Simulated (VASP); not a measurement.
# BP (F-43m) in VASP: further runs, part 2 of 2

VASP 6.6.1.

**3. Single point, PBEsol**

The input, INCAR:

```
PREC = Accurate ; ENCUT = 500
EDIFF = 1E-6 ; ISMEAR = 0
SIGMA = 0.01 ; LREAL = False
LASPH = True ; NELM = 120
ALGO = Normal ; ISIF = 2
LWAVE = False ; LCHARG = True
GGA = PS ; LELF = True
LVHAR = True ; NBANDS = 11
GGA_COMPAT = False
```

The input, KPOINTS:

```
Automatic mesh
0
Gamma
  8 8 8
```

The input, POSCAR:

```
BP
1.0
    0.0000000000      2.2600702900      2.2600702900
    2.2600702900      0.0000000000      2.2600702900
    2.2600702900      2.2600702900      0.0000000000
B P
1 1
Direct
    0.0000000000      0.0000000000      0.0000000000
    0.7500000000      0.7500000000      0.7500000000
```

Potentials or basis: VASP PAW PBE potentials, release 64 (B, P).

Command:

```sh
$ cat potpaw_PBE.64/B/POTCAR potpaw_PBE.64/P/POTCAR > POTCAR
$ mpirun -np 1 vasp_std > vasp.out
```

It took 7 s on 1 thread of Intel Xeon Platinum 8259CL at 2.50GHz (Skylake/Cascade Lake), shared host; peak memory 0.13 GiB.

It converged, with:

```yaml
Free_energy: -13.6712 eV
Pressure: 0.1 GPa
Band_gap_on_the_k_mesh: 1.15 eV, indirect (least direct gap 3.37 eV)
```

Levels at points of the mesh, in eV from the valence-band top:
```tsv
k point	band 2	band 3	band 4	band 5	band 6	band 7
(0.00, 0.00, 0.00)	0.00	0.00	0.00	3.37	3.37	3.37
(0.50, 0.00, 0.00)	-9.18	-1.78	-1.78	3.80	4.66	4.66
(0.50, 0.50, 0.00)	-8.66	-4.19	-4.19	1.20	1.51	12.21
```

Caveat: the PAW data sets were made with another functional, which shifts forces and pressure a little. A k mesh can miss the band edges.

**4. Single point, PBEsol**

This run uses another cell than the first one, of 11.37 Å³/atom, 0.985 times its volume.

The input, INCAR:

```
ALGO     = Normal         # electronic algorithm
EDIFF    = 1E-6           # SCF threshold, eV
ENCUT    = 500            # plane-wave cutoff, eV
GGA      = PS             # functional
GGA_COMPAT= F            
ISIF     = 2              # what is computed and relaxed
ISMEAR   = 0              # smearing method
LASPH    = T              # aspherical terms in the spheres
LCHARG   = F              # write CHGCAR
LREAL    = F              # projectors in reciprocal space
LWAVE    = F              # write WAVECAR
NBANDS   = 11             # bands
NELM     = 120            # most SCF steps
PREC     = Accurate       # precision mode
SIGMA    = 0.01           # smearing width, eV
```

The input, KPOINTS:

```
k-points
0
Gamma
  8 8 8
```

The input, POSCAR:

```
BP
1.0
    0.0000000000      2.2487699386      2.2487699386
    2.2487699386      0.0000000000      2.2487699386
    2.2487699386      2.2487699386      0.0000000000
B P
1 1
Direct
    0.0000000000      0.0000000000      0.0000000000
    0.7500000000      0.7500000000      0.7500000000
```

Potentials or basis: VASP PAW PBE potentials, release 64 (B, P).

Command:

```sh
$ cat potpaw_PBE.64/B/POTCAR potpaw_PBE.64/P/POTCAR > POTCAR
$ mpirun -np 1 vasp_std > vasp.out
```

OUTCAR:

```text
EDIFF = 1E-6
   ENCUT = 500
   GGA = PS
   ISIF = 2
   ISMEAR = 0
   LASPH = T
   LREAL = F
   NELM = 120
   PREC = Accurate

 ion  position               nearest neighbor table
   1  0.000  0.000  0.000-   2 1.95   2 1.95   2 1.95   2 1.95
   2  0.750  0.750  0.750-   1 1.95   1 1.95   1 1.95   1 1.95

  LATTYP: Found a face centered cubic cell.
 ALAT       =     4.4975398772

  Lattice vectors:

 A1 = (   0.0000000000,   2.2487699386,   2.2487699386)
[... 522 lines left out ...]
------------------------ aborting loop because EDIFF is reached ----------------------------------------

  FORCE on cell =-STRESS in cart. coord.  units (eV):
  Direction    XX          YY          ZZ          XY          YZ          ZX
  --------------------------------------------------------------------------------------
  -------------------------------------------------------------------------------------
  Total        0.3907867      0.3907867      0.3907867     -0.0000000     -0.0000000     -0.0000000
  in kB       27.5286748     27.5286748     27.5286748     -0.0000000     -0.0000000     -0.0000000
  external PRESSURE =      27.5286748 kB  Pullay stress =       0.0000000 kB

 VOLUME and BASIS-vectors are now :
 -----------------------------------------------------------------------------
  energy-cutoff  :      500.00
  volume of cell :       22.74
      direct lattice vectors                 reciprocal lattice vectors
     0.000000000  2.248769939  2.248769939    -0.222343776  0.222343776  0.222343776
     2.248769939  0.000000000  2.248769939     0.222343776 -0.222343776  0.222343776
     2.248769939  2.248769939  0.000000000     0.222343776  0.222343776 -0.222343776

 POSITION                                       TOTAL-FORCE (eV/Angst)
 -----------------------------------------------------------------------------------
      0.00000      0.00000      0.00000        -0.000000      0.000000      0.000000
      3.37315      3.37315      3.37315         0.000000     -0.000000     -0.000000
 -----------------------------------------------------------------------------------
    total drift:                               -0.000000     -0.000000     -0.000000

  FREE ENERGIE OF THE ION-ELECTRON SYSTEM (eV)
  ---------------------------------------------------
  free  energy   TOTEN  =       -13.6680380066 eV

  energy  without entropy=      -13.6680380066  energy(sigma->0) =      -13.66803801
```

Wall time 6.5 s (1 thread of Intel Xeon Platinum 8259CL at 2.50GHz (Skylake/Cascade Lake), shared host); peak memory 0.13 GiB.

What came out:

```yaml
Free_energy: -13.6680 eV
Pressure: 2.8 GPa
Band_gap_on_the_k_mesh: 1.13 eV, indirect (least direct gap 3.40 eV)
```

Levels at points of the mesh, in eV from the valence-band top:
```csv
k point,band 1,band 2,band 3,band 4,band 5,band 6,band 7,band 8
"(0.00, 0.00, 0.00)",-15.74,0.00,0.00,0.00,3.40,3.40,3.40,7.75
"(0.50, 0.00, 0.00)",-12.29,-9.29,-1.80,-1.80,3.89,4.67,4.67,10.02
"(0.50, 0.50, 0.00)",-10.72,-8.74,-4.24,-4.24,1.17,1.49,12.35,12.35
```

Caveat: the PAW data sets were made with another functional, which shifts forces and pressure a little. PBEsol gaps usually lie below the measured ones, often by a third to a half.

**5. Single point, PBEsol**

This run uses another cell than the first one, of 11.72 Å³/atom, 1.015 times its volume.

The input, INCAR:

```
SYSTEM = BP
PREC = Accurate
ENCUT = 500
EDIFF = 1E-6
ISMEAR = 0
SIGMA = 0.01
LREAL = .FALSE.
LASPH = .TRUE.
NELM = 120
ALGO = Normal
ISIF = 2
LWAVE = .FALSE.
LCHARG = .FALSE.
GGA = PS
NBANDS = 11
GGA_COMPAT = .FALSE.
```

The input, KPOINTS:

```
Automatic mesh
0
G
  8 8 8
  0 0 0
```

The input, POSCAR:

```
BP
1.0
    0.0000000000      2.2713706415      2.2713706415
    2.2713706415      0.0000000000      2.2713706415
    2.2713706415      2.2713706415      0.0000000000
B P
1 1
Direct
    0.0000000000      0.0000000000      0.0000000000
    0.7500000000      0.7500000000      0.7500000000
```

Potentials or basis: VASP PAW PBE potentials, release 64 (B, P).

Command:

```sh
$ cat potpaw_PBE.64/B/POTCAR potpaw_PBE.64/P/POTCAR > POTCAR
$ mpirun -np 1 vasp_std > vasp.out
```

OUTCAR:

```text
SYSTEM = BP
   PREC = Accurate
   ENCUT = 500
   EDIFF = 1E-6
   ISMEAR = 0
   LREAL = .FALSE.
   LASPH = .TRUE.
   NELM = 120
   ISIF = 2
   GGA = PS

 ion  position               nearest neighbor table
   1  0.000  0.000  0.000-   2 1.97   2 1.97   2 1.97   2 1.97
   2  0.750  0.750  0.750-   1 1.97   1 1.97   1 1.97   1 1.97

  LATTYP: Found a face centered cubic cell.
 ALAT       =     4.5427412830

  Lattice vectors:

 A1 = (   0.0000000000,   2.2713706415,   2.2713706415)
[... 521 lines left out ...]

------------------------ aborting loop because EDIFF is reached ----------------------------------------

  FORCE on cell =-STRESS in cart. coord.  units (eV):
  Direction    XX          YY          ZZ          XY          YZ          ZX
  --------------------------------------------------------------------------------------
  -------------------------------------------------------------------------------------
  Total       -0.3420509     -0.3420509     -0.3420509     -0.0000000      0.0000000     -0.0000000
  in kB      -23.3833788    -23.3833788    -23.3833788     -0.0000000      0.0000000     -0.0000000
  external PRESSURE =     -23.3833788 kB  Pullay stress =       0.0000000 kB

 VOLUME and BASIS-vectors are now :
 -----------------------------------------------------------------------------
  energy-cutoff  :      500.00
  volume of cell :       23.44
      direct lattice vectors                 reciprocal lattice vectors
     0.000000000  2.271370641  2.271370641    -0.220131400  0.220131400  0.220131400
     2.271370641  0.000000000  2.271370641     0.220131400 -0.220131400  0.220131400
     2.271370641  2.271370641  0.000000000     0.220131400  0.220131400 -0.220131400

 POSITION                                       TOTAL-FORCE (eV/Angst)
 -----------------------------------------------------------------------------------
      0.00000      0.00000      0.00000         0.000000      0.000000      0.000000
      3.40706      3.40706      3.40706        -0.000000     -0.000000     -0.000000
 -----------------------------------------------------------------------------------
    total drift:                               -0.000000     -0.000000     -0.000000

  FREE ENERGIE OF THE ION-ELECTRON SYSTEM (eV)
  ---------------------------------------------------
  free  energy   TOTEN  =       -13.6689550331 eV

  energy  without entropy=      -13.6689550331  energy(sigma->0) =      -13.66895503
```

Wall time 6.5 s (1 thread of Intel Xeon Platinum 8259CL at 2.50GHz (Skylake/Cascade Lake), shared host); peak memory 0.13 GiB.

What came out:

* Free energy: -13.6690 eV
* Pressure: -2.3 GPa
* Band gap on the k mesh: 1.17 eV, indirect (least direct gap 3.35 eV)

Levels at points of the mesh, in eV from the valence-band top:
```
           k point  band 1  band 2  band 3  band 4  band 5  band 6  band 7  band 8  band 9
(0.00, 0.00, 0.00)  -15.47    0.00    0.00    0.00    3.35    3.35    3.35    7.30   11.22
(0.50, 0.00, 0.00)  -12.13   -9.07   -1.76   -1.76    3.71    4.65    4.65    9.92   14.57
(0.50, 0.50, 0.00)  -10.61   -8.58   -4.13   -4.13    1.23    1.52   12.07   12.07   15.09
```

Caveat: the PAW data sets were made with another functional, which shifts forces and pressure a little. Expect the measured gap to be larger: semilocal functionals such as PBEsol lack the derivative discontinuity.

**6. The runs side by side**

| cell | cutoff (eV) | gap on the mesh (eV) | pressure (GPa) |
| --- | --- | --- | --- |
| a = 3.196 Å, angles 60.0°, 2 atoms | 520 | 1.15 | 0.1 |
| a = 3.196 Å, angles 60.0°, 2 atoms | 500 | 1.15 | 0.1 |
| a = 3.180 Å, angles 60.0°, 2 atoms | 500 | 1.13 | 2.8 |
| a = 3.212 Å, angles 60.0°, 2 atoms | 500 | 1.17 | -2.3 |

Alike in all rows: task single point; level PBEsol; potentials or basis VASP PAW PBE potentials, release 64 (B, P); no spin polarisation; k mesh 8 × 8 × 8; smearing gaussian 0.01 eV.

Caveats: the PAW data sets were made with another functional, which shifts forces and pressure a little.

Absolute energies hang on the potentials; compare differences alone.
